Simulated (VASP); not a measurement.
Wanted: the native input for a VASP 6.6.1 run.

```yaml
Task: single point
Functional: LDA
Potentials_or_basis: VASP PAW LDA potentials, release 64 (Al, N)
Cutoff: 520 eV
k_mesh: 9 × 9 × 6
Occupations: gaussian, width 0.05 eV
Spin: no spin polarisation
Dipole_correction: no
Further_INCAR_settings: ALGO = Normal; EDIFF = 1e-06; NBANDS = 16
```

The structure of AlN lies in POSCAR:

```
AlN
1.0
    3.3305662437      0.0000000000      0.0000000000
   -1.6652831218      2.8843549760      0.0000000000
    0.0000000000      0.0000000000      4.1691689022
Al N
2 2
Direct
    0.3333333333      0.6666666667      0.7609379390
    0.6666666667      0.3333333333      0.2609379390
    0.3333333333      0.6666666667      0.2289303619
    0.6666666667      0.3333333333      0.7289303619
```

One way to write it, as run:

INCAR

```
  PREC = Accurate
  ENCUT = 520
  EDIFF = 1E-6
  ISMEAR = 0
  SIGMA = 0.05
  LREAL = False
  LASPH = True
  NELM = 100
  ALGO = Normal
  ISIF = 2
  LWAVE = False
  LCHARG = False
  GGA = CA
  NBANDS = 16
```

KPOINTS

```
Automatic mesh
0
Gamma
  9 9 6
```

Potentials or basis: VASP PAW LDA potentials, release 64 (Al, N).

The run is started by

```sh
$ cat potpaw_LDA.64/Al/POTCAR potpaw_LDA.64/N/POTCAR > POTCAR
$ mpirun -np 1 vasp_std > vasp.out
```

Results of the run:

```yaml
Pressure: -8.1 GPa
Largest_force: 0.345 eV/Å
Band_gap_on_the_k_mesh: 3.34 eV, direct
```

Wall time 11 s on 1 thread of Intel(R) Xeon(R) 6975P-C (Granite Rapids) (shared host), peak memory 0.15 GiB.
